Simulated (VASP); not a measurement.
# TiSe2: single point with LDA

Crystal: TiSe2.

```
Ti Se
1.0
     3.54000    0.00000    0.00000
    -1.77000    3.06573    0.00000
     0.00000    0.00000    6.00800
Ti Se
1 2
Direct
  0.00000 0.00000 0.00000
  0.33333 0.66667 0.25028
  0.66667 0.33333 0.74972
```

```
Program             : VASP 6.6.1
Task                : single point
Functional          : LDA
Potentials or basis : VASP PAW LDA potentials, release 64 (Ti_sv, Se)
Cutoff              : 500 eV
k mesh              : 16 × 16 × 8
Occupations         : fermi-dirac, width 0.01 eV
Spin                : no spin polarisation
```

* Pressure: -3.3 GPa
* Largest force: 0.036 eV/Å
* Band gap on the k mesh: zero (bands 12 and 13 overlap by 0.56 eV)

Forces in eV/Å, atoms in the order of the input:
```
Ti   0.000  0.000  0.000
Se   0.000  0.000  0.036
Se   0.000  0.000 -0.036
```

Stress tensor (GPa, compression positive):
```
-4.01  0.00  0.00
 0.00 -4.01  0.00
 0.00  0.00 -1.77
```

Levels at points of the mesh, in eV from the Fermi level:
```csv
k point,band 9,band 10,band 11,band 12,band 13,band 14,band 15,band 16
"(0.00, 0.00, 0.00)",-2.41,0.20,0.38,0.38,0.47,0.47,0.64,3.44
"(0.50, 0.00, 0.00)",-2.77,-2.63,-2.34,-1.39,0.09,1.27,1.65,3.26
"(0.00, 0.00, 0.50)",-2.36,-2.36,0.27,0.27,0.37,0.37,1.22,3.74
"(0.50, 0.00, 0.50)",-2.68,-2.53,-1.18,-1.03,-0.18,1.27,1.62,3.21
```

It took 11 min on 1 thread of AMD EPYC 7571, with other jobs on the host, peak memory 0.31 GiB.

Caveat: the cell stands under tension.
